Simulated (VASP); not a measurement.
**FePb: single point with PBE**

FePb:

```
Fe Pb
1.0
     3.20000    0.00000    0.00000
     0.00000    3.20000    0.00000
     0.00000    0.00000    4.10000
Fe Pb
1 1
Direct
  0.00000 0.00000 0.00000
  0.50000 0.50000 0.50000
```

```
Program                : VASP 6.6.1
Task                   : single point
Functional             : PBE
Potentials or basis    : VASP PAW PBE potentials, release 64 (Fe, Pb_d)
Cutoff                 : 520 eV
k mesh                 : 8 × 8 × 6
Occupations            : fermi-dirac, width 0.1 eV
Spin                   : collinear spin, ferromagnetic start
Starting moments       : [3.0, 0.0] μB
Dipole correction      : no
Further INCAR settings : ALGO = Normal; EDIFF = 1e-07; NBANDS = 22
```

```json
{
 "Pressure": "-2.4 GPa",
 "Net moment": "2.81 μB per cell",
 "Site moments": "Fe +2.84; Pb -0.03 μB",
 "Valence electrons inside the program's atomic spheres": "Fe 6.73; Pb 12.05"
}
```

Stress tensor (GPa, compression positive):
```
-1.45  0.00  0.00
 0.00 -1.45  0.00
 0.00  0.00 -4.26
```

Levels at points of the mesh, in eV from the Fermi level:
Spin up:
| k point | band 8 | band 9 | band 10 | band 11 | band 12 | band 13 | band 14 | band 15 | band 16 | band 17 |
| --- | --- | --- | --- | --- | --- | --- | --- | --- | --- | --- |
| (0.00, 0.00, 0.00) | -2.98 | -2.42 | -2.42 | -2.41 | -1.15 | 1.49 | 4.21 | 4.21 | 8.67 | 9.50 |
| (0.50, 0.00, 0.00) | -3.40 | -2.90 | -2.81 | -2.43 | -1.47 | 3.54 | 4.04 | 5.18 | 5.42 | 8.00 |
| (0.50, 0.50, 0.00) | -2.78 | -2.67 | -2.67 | -2.60 | -2.15 | -1.72 | 1.72 | 4.69 | 6.73 | 6.73 |
| (0.00, 0.00, 0.50) | -3.01 | -2.64 | -2.64 | -2.45 | -2.42 | 6.30 | 6.30 | 8.24 | 9.41 | 9.41 |
| (0.50, 0.00, 0.50) | -3.03 | -2.94 | -2.70 | -2.42 | -2.18 | -1.93 | 0.17 | 8.35 | 10.38 | 11.46 |
| (0.50, 0.50, 0.50) | -3.97 | -3.97 | -2.20 | -1.71 | 0.49 | 0.49 | 2.37 | 2.37 | 2.51 | 2.78 |
Spin down:
| k point | band 5 | band 6 | band 7 | band 8 | band 9 | band 10 | band 11 | band 12 | band 13 | band 14 |
| --- | --- | --- | --- | --- | --- | --- | --- | --- | --- | --- |
| (0.00, 0.00, 0.00) | -16.72 | -11.69 | -1.30 | -1.10 | -1.05 | 0.40 | 0.40 | 0.84 | 2.45 | 4.31 |
| (0.50, 0.00, 0.00) | -16.71 | -8.81 | -5.56 | -1.46 | -0.88 | 0.18 | 0.40 | 0.87 | 4.24 | 4.43 |
| (0.50, 0.50, 0.00) | -16.51 | -6.38 | -2.67 | -2.67 | -0.72 | -0.19 | -0.19 | 0.58 | 0.66 | 2.87 |
| (0.00, 0.00, 0.50) | -16.72 | -10.70 | -6.04 | -1.07 | -0.16 | -0.04 | -0.04 | 0.83 | 6.60 | 6.60 |
| (0.50, 0.00, 0.50) | -16.64 | -8.24 | -4.12 | -2.92 | -1.54 | 0.14 | 0.39 | 0.40 | 0.77 | 1.62 |
| (0.50, 0.50, 0.50) | -16.50 | -5.35 | -2.84 | -2.84 | -2.20 | 0.17 | 0.67 | 2.15 | 2.15 | 2.62 |

Wall time 94 s on 1 thread of Intel(R) Xeon(R) Platinum 8259CL CPU @ 2.50GHz (Skylake/Cascade Lake), with other jobs on the host, peak memory 0.22 GiB.

Caveat: spin-orbit coupling is left out, which moves the levels of the heavy elements.
